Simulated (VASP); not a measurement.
# Te2Mo in VASP: further runs

Te2Mo is run at these levels: LDA; tasks: single point.

Program: VASP 6.6.1. These are calculated values, not measurements. Logs are shortened: lines on timing, memory, paths and dates and some standing lists are left out, and cuts for length are marked.

## 1. The cell of the first run

The cell holds a slab with vacuum, 3 atoms: a = 3.488 Å, b = 3.488 Å, c = 17.166 Å, α = 90.00°, β = 90.00°, γ = 120.00°.

## 2. Single point, LDA

INCAR

```
PREC = Accurate
ENCUT = 520
EDIFF = 1E-6
ISMEAR = -1
SIGMA = 0.05
LREAL = False
LASPH = True
NELM = 100
ALGO = Normal
ISIF = 2
LWAVE = False
LCHARG = False
GGA = CA
NBANDS = 20
```

KPOINTS

```
regular mesh
0
Gamma
  9 9 2
```

POSCAR

```
Te2Mo
1.0
    3.4875546084      0.0000000000      0.0000000000
   -1.7437773042      3.0203108879      0.0000000000
    0.0000000000      0.0000000000     17.1663236088
Te Mo
2 1
Direct
    0.3333333333      0.6666666667      0.1021445500
    0.3333333333      0.6666666667      0.8978554500
    0.0000000000      0.0000000000      0.0000000000
```

Potentials or basis: VASP PAW LDA potentials, release 64 (Te, Mo_sv).

Started as:

```
$ cat potpaw_LDA.64/Te/POTCAR potpaw_LDA.64/Mo_sv/POTCAR > POTCAR
$ mpirun -np 1 vasp_std > vasp.out
```

OUTCAR:

```text
PREC = Accurate
   ENCUT = 520
   EDIFF = 1E-6
   ISMEAR = -1
   LREAL = False
   LASPH = True
   NELM = 100
   ISIF = 2
   GGA = CA

 ion  position               nearest neighbor table
   1  0.333  0.667  0.102-   3 2.67   3 2.67   3 2.67   2 3.51
   2  0.333  0.667  0.898-   3 2.67   3 2.67   3 2.67   1 3.51
   3  0.000  0.000  0.000-   1 2.67   2 2.67   1 2.67   2 2.67   1 2.67   2 2.67

  LATTYP: Found a hexagonal cell.
 ALAT       =     3.4875546084
 C/A-ratio  =     4.9221662558

  Lattice vectors:

 A1 = (   3.4875546084,   0.0000000000,   0.0000000000)
 A2 = (  -1.7437773042,   3.0203108879,   0.0000000000)
 A3 = (   0.0000000000,   0.0000000000,  17.1663236088)

Analysis of symmetry for initial positions (statically):
=====================================================================
 Subroutine PRICEL returns:
 Original cell was already a primitive cell.

 Routine SETGRP: Setting up the symmetry group for a
 hexagonal supercell.

 Subroutine GETGRP returns: Found 12 space group operations
 (whereof 12 operations were pure point group operations)
 out of a pool of 24 trial point group operations.

The static configuration has the point symmetry D_3h.

Analysis of symmetry for dynamics (positions and initial velocities):
=====================================================================
 Subroutine PRICEL returns:
 Original cell was already a primitive cell.

 Routine SETGRP: Setting up the symmetry group for a
 hexagonal supercell.

 Subroutine GETGRP returns: Found 12 space group operations
 (whereof 12 operations were pure point group operations)
 out of a pool of 24 trial point group operations.

The dynamic configuration has the point symmetry D_3h.

 Subroutine INISYM returns: Found 12 space group operations
 (whereof 12 operations are pure point group operations),
 and found     1 'primitive' translations

----------------------------------------------------------------------------------------

                                     Primitive cell

  volume of cell :     180.8215

  direct lattice vectors                    reciprocal lattice vectors
     3.487554608  0.000000000  0.000000000     0.286733861  0.165545872  0.000000000
    -1.743777304  3.020310888  0.000000000     0.000000000  0.331091744  0.000000000
     0.000000000  0.000000000 17.166323609     0.000000000  0.000000000  0.058253591

  length of vectors
     3.487554608  3.487554608 17.166323609     0.331091744  0.331091744  0.058253591

  position of ions in fractional coordinates (direct lattice)
     0.333333333  0.666666667  0.102144550
     0.333333333  0.666666667  0.897855450
     0.000000000  0.000000000  0.000000000

  ion indices of the primitive-cell ions
   primitive index   ion index
                 1           1
                 2           2
                 3           3

----------------------------------------------------------------------------------------

 KPOINTS: regular mesh

Automatic generation of k-mesh.
 Grid dimensions read from file:
 generate k-points for:    9    9    2

 Generating k-lattice:

  Cartesian coordinates                     Fractional coordinates (reciprocal lattice)
     0.031859318  0.018393986  0.000000000     0.111111111 -0.000000000  0.000000000
     0.000000000  0.036787972  0.000000000     0.000000000  0.111111111  0.000000000
     0.000000000  0.000000000  0.029126796     0.000000000  0.000000000  0.500000000

  Length of vectors
     0.036787972  0.036787972  0.029126796

  Shift w.r.t. Gamma in fractional coordinates (k-lattice)
     0.000000000  0.000000000  0.000000000

 Subroutine IBZKPT returns following result:
 ===========================================

 Found     24 irreducible k-points:

 Following reciprocal coordinates:
            Coordinates               Weight
  0.000000  0.000000  0.000000      1.000000
  0.111111 -0.000000  0.000000      6.000000
  0.222222  0.000000  0.000000      6.000000
  0.333333 -0.000000  0.000000      6.000000
  0.444444  0.000000  0.000000      6.000000
  0.111111  0.111111  0.000000      6.000000
[... 16 lines left out ...]
  0.333333  0.222222  0.500000     12.000000
  0.333333  0.333333  0.500000      2.000000
   k-points           NKPTS =     24   k-points in BZ     NKDIM =     24   number of bands    NBANDS=     20
   number of dos      NEDOS =    301   number of ions     NIONS =      3
   total plane-waves  NPLWV = 100352
   dimension x,y,z NGX =    28 NGY =   28 NGZ =  128
   dimension x,y,z NGXF=    56 NGYF=   56 NGZF=  256
   ions per type =               2   1
   NGX,Y,Z   is equivalent  to a cutoff of  13.35, 13.35, 12.40 a.u.
   NGXF,Y,Z  is equivalent  to a cutoff of  26.69, 26.69, 24.79 a.u.
 SYSTEM =  unknown system
   PREC   = accura    normal or accurate (medium, high low for compatibility)
   ISTART =      0    job   : 0-new  1-cont  2-samecut
   ICHARG =      2    charge: 1-file 2-atom 10-const
   ISPIN  =      1    spin polarized calculation?
   LNONCOLLINEAR =      F non collinear calculations
   LSORBIT =      F    spin-orbit coupling
   LASPH  =      T    aspherical Exc in radial PAW
   ENCUT  =  520.0 eV  38.22 Ry    6.18 a.u.   6.48  6.48 31.92*2*pi/ulx,y,z
   NELM   =    100;   NELMIN=  2; NELMDL= -5     # of ELM steps
   EDIFF  = 0.1E-05   stopping-criterion for ELM
   LREAL  =      F    real-space projection
   EDIFFG = 0.1E-04   stopping-criterion for IOM
   NSW    =      0    number of steps for IOM
   IBRION =     -1    ionic relax: 0-MD 1-quasi-New 2-CG
   NFREE  =      0    steps in history (QN), initial steepest desc. (CG)
   ISIF   =      2    stress and relaxation
   ISYM   =      2    0-nonsym 1-usesym 2-fastsym
   POTIM  = 0.5000    time-step for ionic-motion
   TEBEG  =    0.0;   TEEND  =   0.0 temperature during run
   PSTRESS=    0.0 pullay stress
   NELECT =      26.0000    total number of electrons
   NUPDOWN=      -1.0000    fix difference up-down
   EMIN   =  10.00;   EMAX   =-10.00  energy-range for DOS
   EFERMI =   0.00;   METHOD = LEGACY
   ISMEAR =    -1;   SIGMA  =   0.05  broadening in eV -4-tet -1-fermi 0-gaus
   EFERMI_NEDOS =   21; number of points for ismear=-14 and -15
   IALGO  =     38    algorithm
   IMIX   =      4    mixing-type and parameters
     AMIX     =   0.40;   BMIX     =  1.00
     AMIX_MAG =   1.60;   BMIX_MAG =  1.00
  volume/ion in A,a.u.               =      60.27       406.75
  Fermi-wavevector in a.u.,A,eV,Ry     =   0.857662  1.620745 10.008220  0.735583
  Thomas-Fermi vector in A             =   1.974749
   LORBIT       =      0    0 simple, 1 ext, 2 COOP (PROOUT), +10 PAW based schemes
   GGA     = CA    functional components
   LHFCALC =     F    Hartree Fock is set to
   AEXX    =    0.0000 exact exchange contribution
   IVDW    =     0    specifies the selected vdW correction
   LEPSILON=     F    determine dielectric tensor
   LRPA    =     F    only Hartree local field effects (RPA)
 non-spin polarized calculation
  energy-cutoff  :      520.00
  volume of cell :      180.82
 maximum number of plane-waves:      4947
 NGX is ok and might be reduce to    28
   NGX = 13   NGY = 13   NGZ = 63

 number of electron      26.0000002 magnetization

 Free energy of the ion-electron system (eV)
  ---------------------------------------------------
  ext. energy  EPLUGINS =         0.00000000
  ---------------------------------------------------
  free energy    TOTEN  =       -20.44911346 eV

  energy without entropy =      -20.44911271  energy(sigma->0) =      -20.44911309

 E-fermi :   0.7144     XC(G=0):  -4.9893

 val. band max:        0.1393414819   @ k =   0.3333   0.3333   0.5000
 cond. band min:       1.2830848706   @ k =   0.3333   0.3333   0.5000
 fundamental gap:      1.1437433887
 Fermi energy:         0.7144241622

 k-point     1 :       0.0000    0.0000    0.0000
  band No.  band energies     occupation
      1     -60.0414      2.00000
      2     -34.4315      2.00000
      3     -34.2823      2.00000
      4     -34.2823      2.00000
      5     -12.7066      2.00000
      6     -11.5978      2.00000
[... 12 lines left out ...]
     19       5.0797      0.00000
     20       6.0195      0.00000

 k-point     2 :       0.1111   -0.0000    0.0000
  band No.  band energies     occupation
      1     -60.0400      2.00000
      2     -34.4273      2.00000
      3     -34.3005      2.00000
      4     -34.2865      2.00000
      5     -12.5265      2.00000
      6     -11.4792      2.00000
[... 12 lines left out ...]
     19       5.2915      0.00000
     20       6.2922      0.00000

 k-point     3 :       0.2222    0.0000    0.0000
  band No.  band energies     occupation
      1     -60.0364      2.00000
      2     -34.4166      2.00000
      3     -34.3461      2.00000
      4     -34.2969      2.00000
      5     -12.0180      2.00000
      6     -11.1454      2.00000
[... 12 lines left out ...]
     19       5.8765      0.00000
     20       6.7613      0.00000

 k-point     4 :       0.3333   -0.0000    0.0000
  band No.  band energies     occupation
      1     -60.0323      2.00000
      2     -34.4044      2.00000
      3     -34.3975      2.00000
      4     -34.3088      2.00000
      5     -11.3003      2.00000
      6     -10.6838      2.00000
[... 12 lines left out ...]
     19       6.2697      0.00000
     20       6.3912      0.00000

 k-point     5 :       0.4444    0.0000    0.0000
  band No.  band energies     occupation
      1     -60.0297      2.00000
      2     -34.4308      2.00000
      3     -34.3964      2.00000
      4     -34.3165      2.00000
      5     -10.6814      2.00000
      6     -10.3060      2.00000
[... 12 lines left out ...]
     19       6.2298      0.00000
     20       6.8317      0.00000

 k-point     6 :       0.1111    0.1111    0.0000
  band No.  band energies     occupation
      1     -60.0375      2.00000
      2     -34.4198      2.00000
      3     -34.3308      2.00000
      4     -34.2953      2.00000
      5     -12.1815      2.00000
      6     -11.2523      2.00000
[... 12 lines left out ...]
     19       5.7040      0.00000
     20       6.6804      0.00000

 k-point     7 :       0.2222    0.1111    0.0000
  band No.  band energies     occupation
      1     -60.0337      2.00000
      2     -34.4084      2.00000
      3     -34.3756      2.00000
      4     -34.3102      2.00000
      5     -11.5617      2.00000
      6     -10.8480      2.00000
[... 12 lines left out ...]
     19       6.4150      0.00000
     20       7.2751      0.00000
[... 277 lines left out ...]
 k-point    20 :       0.3333    0.1111    0.5000
  band No.  band energies     occupation
      1     -60.0303      2.00000
      2     -34.4144      2.00000
      3     -34.3983      2.00000
      4     -34.3234      2.00000
      5     -10.8622      2.00000
      6     -10.4060      2.00000
[... 12 lines left out ...]
     19       6.8604      0.00000
     20       6.8687      0.00000

 k-point    21 :       0.4444    0.1111    0.5000
  band No.  band energies     occupation
      1     -60.0290      2.00000
      2     -34.4297      2.00000
      3     -34.3943      2.00000
      4     -34.3286      2.00000
      5     -10.5131      2.00000
      6     -10.1960      2.00000
[... 12 lines left out ...]
     19       7.0759      0.00000
     20       7.5776      0.00000

 k-point    22 :       0.2222    0.2222    0.5000
  band No.  band energies     occupation
      1     -60.0306      2.00000
      2     -34.4007      2.00000
      3     -34.3990      2.00000
      4     -34.3335      2.00000
      5     -10.9387      2.00000
      6     -10.4460      2.00000
[... 12 lines left out ...]
     19       6.8994      0.00000
     20       6.9761      0.00000

 k-point    23 :       0.3333    0.2222    0.5000
  band No.  band energies     occupation
      1     -60.0285      2.00000
      2     -34.4130      2.00000
      3     -34.3929      2.00000
      4     -34.3527      2.00000
      5     -10.4342      2.00000
      6     -10.1274      2.00000
[... 12 lines left out ...]
     19       6.6631      0.00000
     20       7.3213      0.00000

 k-point    24 :       0.3333    0.3333    0.5000
  band No.  band energies     occupation
      1     -60.0278      2.00000
      2     -34.3998      2.00000
      3     -34.3908      2.00000
      4     -34.3770      2.00000
      5     -10.2539      2.00000
      6     -10.0059      2.00000
[... 12 lines left out ...]
     19       5.4769      0.00000
     20       7.6115      0.00000

------------------------ aborting loop because EDIFF is reached ----------------------------------------

  FORCE on cell =-STRESS in cart. coord.  units (eV):
  Direction    XX          YY          ZZ          XY          YZ          ZX
  --------------------------------------------------------------------------------------
  -------------------------------------------------------------------------------------
  Total        0.3482048      0.3482048      1.9851192      0.0000000      0.0000000      0.0000000
  in kB        3.0852852      3.0852852     17.5892455      0.0000000      0.0000000      0.0000000
  external PRESSURE =       7.9199386 kB  Pullay stress =       0.0000000 kB

 VOLUME and BASIS-vectors are now :
 -----------------------------------------------------------------------------
  energy-cutoff  :      520.00
  volume of cell :      180.82
      direct lattice vectors                 reciprocal lattice vectors
     3.487554608  0.000000000  0.000000000     0.286733861  0.165545872  0.000000000
    -1.743777304  3.020310888  0.000000000     0.000000000  0.331091744  0.000000000
     0.000000000  0.000000000 17.166323609     0.000000000  0.000000000  0.058253591

 POSITION                                       TOTAL-FORCE (eV/Angst)
 -----------------------------------------------------------------------------------
     -0.00000      2.01354      1.75345        -0.000000      0.000000      0.569916
     -0.00000      2.01354     15.41288        -0.000000     -0.000000     -0.569916
      0.00000      0.00000      0.00000         0.000000      0.000000      0.000000
 -----------------------------------------------------------------------------------
    total drift:                                0.000000     -0.000000     -0.000000

  FREE ENERGIE OF THE ION-ELECTRON SYSTEM (eV)
  ---------------------------------------------------
  free  energy   TOTEN  =       -20.4491134620 eV

  energy  without entropy=      -20.4491127146  energy(sigma->0) =      -20.44911309
```

Run time: 1.7 min. Hardware: 1 thread of AMD EPYC 7R13, shared host; peak memory 0.25 GiB.

Results:

- Free energy: -20.4491 eV
- Largest force: 0.570 eV/Å
- Band gap on the k mesh: 1.14 eV

Forces in eV/Å, atoms in the order of the input:
```
Te   0.000  0.000  0.570
Te   0.000  0.000 -0.570
Mo   0.000  0.000  0.000
```

Caveat: there is no dipole correction, which matters where the two faces differ; spin-orbit coupling is left out, which moves the levels of the heavy elements.

## 3. Single point, LDA

This run uses another cell than the first one.

INCAR

```
ALGO = Normal
EDIFF = 1E-6
ENCUT = 520
ISIF = 2
ISMEAR = -1
LASPH = T
LCHARG = T
LELF = T
LREAL = F
LVHAR = T
LWAVE = F
NBANDS = 20
NELM = 60
PREC = Accurate
SIGMA = 0.05
```

KPOINTS

```
k-points
0
Gamma
  9 9 2
```

POSCAR

```
Te2Mo
1.0
    3.5121156613      0.0000000000      0.0000000000
   -1.7560578307      3.0415813837      0.0000000000
    0.0000000000      0.0000000000     17.2872171948
Te Mo
2 1
Direct
    0.3333333333      0.6666666667      0.1021445500
    0.3333333333      0.6666666667      0.8978554500
    0.0000000000      0.0000000000      0.0000000000
```

Potentials or basis: VASP PAW LDA potentials, release 64 (Te, Mo_sv).

Started as:

```
$ cat potpaw_LDA.64/Te/POTCAR potpaw_LDA.64/Mo_sv/POTCAR > POTCAR
$ mpirun -np 1 vasp_std > vasp.out
```

Run time: 3.2 min. Hardware: 1 thread of AMD EPYC 7R13, shared host; peak memory 0.26 GiB.

The run converged. Its results:

* Free energy: -20.4571 eV
* Largest force: 0.230 eV/Å
* Band gap on the k mesh: 1.11 eV

Forces on the atoms (eV/Å):
```
Te   0.000  0.000  0.230
Te   0.000  0.000 -0.230
Mo   0.000  0.000  0.000
```

Levels at points of the mesh, in eV from the valence-band top:
```tsv
k point	band 10	band 11	band 12	band 13	band 14	band 15	band 16	band 17
(0.00, 0.00, 0.00)	-1.63	-0.91	-0.91	-0.40	3.26	3.26	3.61	3.61
(0.00, 0.00, 0.50)	-1.63	-0.91	-0.91	-0.40	3.26	3.26	3.61	3.61
```

Caveat: there is no dipole correction, which matters where the two faces differ; spin-orbit coupling is left out, which moves the levels of the heavy elements.
